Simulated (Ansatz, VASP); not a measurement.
## La in VASP and in Ansatz

```xyz
4
Lattice="3.7671 0.0000 0.0000 -1.8835 3.2624 0.0000 0.0000 0.0000 12.1011" Properties=species:S:1:pos:R:3 pbc="T T T"
La    3.7671    0.0000   12.1011
La    3.7671    0.0000    6.0505
La    0.0000    2.1749    9.0758
La    1.8835    1.0875    3.0253
```

Alike in both runs: task single point; functional revPBE; k mesh 13 × 13 × 4; occupations fermi-dirac, width 0.1 eV; no spin polarisation.

|  | VASP | Ansatz |
| --- | --- | --- |
| version | VASP 6.6.1 | Ansatz 0.2.0 |
| potentials or method | VASP PAW PBE potentials, release 64 (La), cutoff 520 eV | plane waves (420 eV) with PAW, scalar-relativistic |
| valence electrons in the cell | 44 | 44 |

```csv
,VASP,Ansatz,Ansatz less VASP
pressure (GPa),1.1,1.0,-0.06
```

VASP's potentials were made for PBE, not for revPBE. The functional is the same, so the differences come from potentials, cutoffs and numerics.

Spin-orbit coupling is off throughout.
